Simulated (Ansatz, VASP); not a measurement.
BaS in VASP and in Ansatz

```
CELL_PARAMETERS angstrom
0.00000 3.18500 3.18500
3.18500 0.00000 3.18500
3.18500 3.18500 0.00000
ATOMIC_POSITIONS crystal
Ba 0.00000 0.00000 0.00000
S 0.50000 0.50000 0.50000
```

Alike in both runs: task single point; functional PBEsol; k mesh 6 × 6 × 6; occupations gaussian, width 0.1 eV; no spin polarisation.

|  | VASP | Ansatz |
| --- | --- | --- |
| version | VASP 6.6.1 | Ansatz 0.2.0 |
| potentials or method | VASP PAW PBE potentials, release 64 (Ba_sv, S), cutoff 500 eV | scalar-relativistic, plane waves, PAW |
| valence electrons in the cell | 16 | 16 |

VASP gave:

```
gap on the k mesh at the Fermi level (eV) : 1.97
least direct gap on the mesh (eV)         : 2.10
pressure (GPa)                            : -0.2
```

Question: What did Ansatz give for the same quantities?

Answer: gap on the k mesh at the Fermi level (eV): 2.07; least direct gap on the mesh (eV): 2.17; pressure (GPa): -0.8.

VASP's potentials were made for PBE, not for PBEsol, and Ansatz warns of the same on its side. With one functional, cell and mesh, what is left measures potentials, basis and numerics.

Neither program's run includes spin-orbit coupling.
